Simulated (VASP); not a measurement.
A run of VASP 6.6.1:

File INCAR:

```
SYSTEM = PbF2
PREC = Accurate
ENCUT = 520
EDIFF = 1E-8
ISMEAR = -1
SIGMA = 0.02
LREAL = .FALSE.
LASPH = .TRUE.
NELM = 100
ALGO = Normal
ISIF = 2
LWAVE = .FALSE.
LCHARG = .FALSE.
GGA = PE
LEFG = .TRUE.
NBANDS = 68
```

File KPOINTS:

```
regular mesh
0
G
  4 6 3
  0 0 0
```

File POSCAR:

```
PbF2
1.0
    6.4081039300      0.0000000000      0.0000000000
    0.0000000000      3.8796427700      0.0000000000
    0.0000000000      0.0000000000      7.6637946300
Pb F
4 8
Direct
    0.2550794700      0.2500000000      0.8940555400
    0.7449205300      0.7500000000      0.1059444600
    0.7550794700      0.2500000000      0.6059444600
    0.2449205300      0.7500000000      0.3940555400
    0.4740967600      0.2500000000      0.1534794100
    0.5259032400      0.7500000000      0.8465205900
    0.9740967600      0.2500000000      0.3465205900
    0.0259032400      0.7500000000      0.6534794100
    0.6407953000      0.7500000000      0.4348646200
    0.3592047000      0.2500000000      0.5651353800
    0.1407953000      0.7500000000      0.0651353800
    0.8592047000      0.2500000000      0.9348646200
```

Potentials or basis: VASP PAW PBE potentials, release 64 (Pb_d, F).

Command:

```bash
$ cat potpaw_PBE.64/Pb_d/POTCAR potpaw_PBE.64/F/POTCAR > POTCAR
$ mpirun -np 1 vasp_std > vasp.out
```

Hardware: 1 thread of Intel(R) Xeon(R) 6975P-C (Granite Rapids) (shared host).

Estimate the wall time of this run.

Wall time 4.7 min on 1 thread of Intel(R) Xeon(R) 6975P-C (Granite Rapids), with other jobs on the host, peak memory 0.39 GiB. Counts: scf iterations 19, k points 24.
